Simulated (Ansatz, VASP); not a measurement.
**One calculation of Mg2SO, two programs**

POSCAR

```
Mg2SO
1.0
    1.6699627495      0.9641534429      5.4974881940
   -1.6699627495      0.9641534429      5.4974881940
    0.0000000000     -1.9283068859      5.4974881940
O S Mg
1 1 2
Direct
    1.0000000000      0.0000000000      0.0000000000
    0.5000000000      0.5000000000      0.5000000000
    0.2616612352      0.2616612352      0.2616612352
    0.7383387648      0.7383387648      0.7383387648
```

Contents of INCAR.step1:

```
PREC = Accurate
ENCUT = 520
ISMEAR = 0
SIGMA = 0.01
LREAL = False
LASPH = True
NELM = 100
NBANDS = 16
GGA = PE
ALGO = Normal
EDIFF = 1E-4
LWAVE = True
LCHARG = False
```

File INCAR.step2:

```
PREC = Accurate
ENCUT = 520
EDIFF = 1E-7
ISMEAR = 0
SIGMA = 0.01
LREAL = False
LASPH = True
NELM = 100
ALGO = Normal
ISIF = 2
LWAVE = False
LCHARG = False
METAGGA = R2SCAN
LMIXTAU = True
NBANDS = 16
ISTART = 1
```

KPOINTS

```
regular mesh
0
Gamma
  8 8 8
```

Input for Ansatz:

```yaml
crystal:
  lattice:
    - [1.6699627495, 0.9641534429, 5.497488194]
    - [-1.6699627495, 0.9641534429, 5.497488194]
    - [0.0, -1.9283068859, 5.497488194]
  atoms:
    - { symbol: O, position: [1.0, 0.0, 0.0] }
    - { symbol: S, position: [0.5, 0.5, 0.5] }
    - { symbol: Mg, position: [0.2616612352, 0.2616612352, 0.2616612352] }
    - { symbol: Mg, position: [0.7383387648, 0.7383387648, 0.7383387648] }
kpoints:
  mp_grid: { grid: [8, 8, 8] }
hamiltonian:
  xc: r2scan
scf:
  occupations: { method: fixed }
  n_extra_bands: 5
output:
  forces: true
  stress: true
  eigenvalues: true
```

Alike in both runs: task single point; functional r2SCAN; k mesh 8 × 8 × 8; no spin polarisation.

|  | VASP | Ansatz |
| --- | --- | --- |
| version | VASP 6.6.1 | Ansatz 0.2.0 |
| potentials or method | VASP PAW PBE potentials, release 64 (O, S, Mg) | plane waves, PAW |
| plane-wave cutoff (eV) | 520 | 500 |
| occupations | gaussian, width 0.01 eV | fixed |
| valence electrons in the cell | 16 | 32 |

|  | VASP | Ansatz | Ansatz less VASP |
| --- | --- | --- | --- |
| gap on the k mesh at the Fermi level (eV) | 1.60 | 1.63 | +0.036 |
| pressure (GPa) | -0.7 | 0.0 | +0.70 |
| rms of the force components (eV/Å) | 0.004 | 0.000 | -0.0033 |

VASP's potentials were made for PBE, not for r2SCAN. Atom by atom the forces differ by 0.004 eV/Å (rms over components). VASP's potentials hold 16 valence electrons a cell and Ansatz's 32, so a difference there can come from the potentials and not from the codes.
